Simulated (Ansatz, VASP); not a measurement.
**TiS2: VASP beside Ansatz**

File INCAR:

```
PREC = Accurate ; ENCUT = 500
EDIFF = 1E-6 ; ISMEAR = 1
SIGMA = 0.2 ; LREAL = False
LASPH = True ; NELM = 120
ALGO = Normal ; ISIF = 2
LWAVE = False ; LCHARG = False
GGA = PE ; NBANDS = 19
GGA_COMPAT = False
```

KPOINTS

```
Automatic mesh
0
Gamma
  6 6 4
```

Contents of POSCAR:

```
TiS2
1.0
    3.4106015318      0.0000000000      0.0000000000
   -1.7053007659      2.9536675687      0.0000000000
    0.0000000000      0.0000000000      5.7387202085
Ti S
1 2
Direct
    0.0000000000      0.0000000000      0.0000000000
    0.3333333333      0.6666666667      0.2449123212
    0.6666666667      0.3333333333      0.7550876788
```

Input for Ansatz:

```yaml
crystal:
  lattice:
    - [3.4106015318, 0.0, 0.0]
    - [-1.7053007659, 2.9536675687, 0.0]
    - [0.0, 0.0, 5.7387202085]
  atoms:
    - { symbol: Ti, position: [0.0, 0.0, 0.0] }
    - { symbol: S, position: [0.3333333333, 0.6666666667, 0.2449123212] }
    - { symbol: S, position: [0.6666666667, 0.3333333333, 0.7550876788] }
kpoints:
  mp_grid: { grid: [6, 6, 4] }
hamiltonian:
  xc: pbe
scf:
  occupations: { method: methfessel_paxton, width: 0.2 }
  n_extra_bands: 4
output:
  forces: true
  stress: true
  eigenvalues: true
```

Alike in both runs: task single point; functional PBE; k mesh 6 × 6 × 4; occupations methfessel-paxton of order 1, width 0.2 eV; no spin polarisation.

|  | VASP | Ansatz |
| --- | --- | --- |
| version | VASP 6.6.1 | Ansatz 0.2.0 |
| potentials or method | VASP PAW PBE potentials, release 64 (Ti_sv, S) | plane waves |
| plane-wave cutoff (eV) | 500 | 420 |
| valence electrons in the cell | 24 | 24 |

```csv
,VASP,Ansatz,Ansatz less VASP
pressure (GPa),1.6,1.6,+0.06
"traceless stress, the component that is largest in VASP (GPa)",1.08,1.01,-0.065
rms of the force components (eV/Å),0.060,0.057,-0.0033
```

Atom by atom the forces differ by 0.003 eV/Å (rms over components). The functional is the same, so the differences come from potentials, cutoffs and numerics.
